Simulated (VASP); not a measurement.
**Ti3S2: single point with PBE**

The system is Ti3S2.

```
Ti S
1.0
     2.71311    1.56642    3.23762
    -2.71311    1.56642    3.23762
     0.00000   -3.13283    3.23762
Ti S
3 2
Direct
  0.00000 0.33565 0.66434
  0.66434 0.00000 0.33565
  0.33565 0.66434 0.00000
  0.16784 0.16784 0.16784
  0.83216 0.83216 0.83216
```

* Program: VASP 6.6.1
* Task: single point
* Functional: PBE
* Potentials or basis: VASP PAW PBE potentials, release 64 (Ti_sv, S)
* Cutoff: 520 eV
* k mesh: 5 × 5 × 5
* Occupations: methfessel-paxton, width 0.05 eV
* Spin: no spin polarisation

```yaml
Pressure: 0.4 GPa
Largest_force: 0.056 eV/Å
Band_gap_on_the_k_mesh: zero (band 24 reaches 8.57 eV, above the bottom of band 25 at 8.43 eV)
```

Forces in eV/Å, atoms in the order of the input:
```
Ti  -0.017  0.029  0.000
Ti  -0.017 -0.029  0.000
Ti   0.034  0.000  0.000
S    0.000  0.000  0.056
S    0.000  0.000 -0.056
```

Stress tensor (GPa, compression positive):
```
0.47 0.00 0.00
0.00 0.47 0.00
0.00 0.00 0.28
```

Levels at points of the mesh, in eV from the Fermi level:
```csv
k point,band 22,band 23,band 24,band 25,band 26,band 27
"(0.00, 0.00, 0.00)",-1.37,0.02,0.02,0.61,0.61,1.82
```

It took 36 s on 1 thread of Intel(R) Xeon(R) Platinum 8488C (Sapphire Rapids), with other jobs on the host, peak memory 0.21 GiB.
